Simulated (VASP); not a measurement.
Input of a VASP 6.6.1 run:

Contents of POSCAR:

```
AlN
1.0
    0.0000000000      2.1172825603      2.1172825603
    2.1172825603      0.0000000000      2.1172825603
    2.1172825603      2.1172825603      0.0000000000
Al N
1 1
Direct
    0.0000000000      0.0000000000      0.0000000000
    0.7500000000      0.7500000000      0.7500000000
```

Contents of INCAR.step1:

```
  ALGO = Normal
  EDIFF = 1E-4
  ENCUT = 520
  GGA = PE
  ISMEAR = 0
  LASPH = T
  LCHARG = F
  LREAL = F
  LWAVE = T
  NBANDS = 11
  NELM = 100
  PREC = Accurate
  SIGMA = 0.02
```

The input INCAR.step2:

```
  ALGO = Normal
  EDIFF = 1E-6
  ENCUT = 520
  ISIF = 2
  ISMEAR = 0
  ISTART = 1
  LASPH = T
  LCHARG = T
  LELF = T
  LMIXTAU = T
  LREAL = F
  LVHAR = T
  LWAVE = F
  METAGGA = R2SCAN
  NBANDS = 11
  NELM = 100
  PREC = Accurate
  SIGMA = 0.02
```

KPOINTS

```
k-points
0
Gamma
  10 10 10
```

Potentials or basis: VASP PAW PBE potentials, release 64 (Al, N).

Run with:

```sh
$ cat potpaw_PBE.64/Al/POTCAR potpaw_PBE.64/N/POTCAR > POTCAR
$ cp INCAR.step1 INCAR
$ mpirun -np 1 vasp_std > vasp.out
$ cp INCAR.step2 INCAR
$ mpirun -np 1 vasp_std > vasp.out
```

What does it give for the pressure?

23.5 GPa.

Estimate the band gap on the k mesh.

4.00 eV, indirect (least direct gap 5.79 eV).

Caveat: the PAW data sets were made with another functional, which shifts forces and pressure a little. A k mesh can miss the band edges.
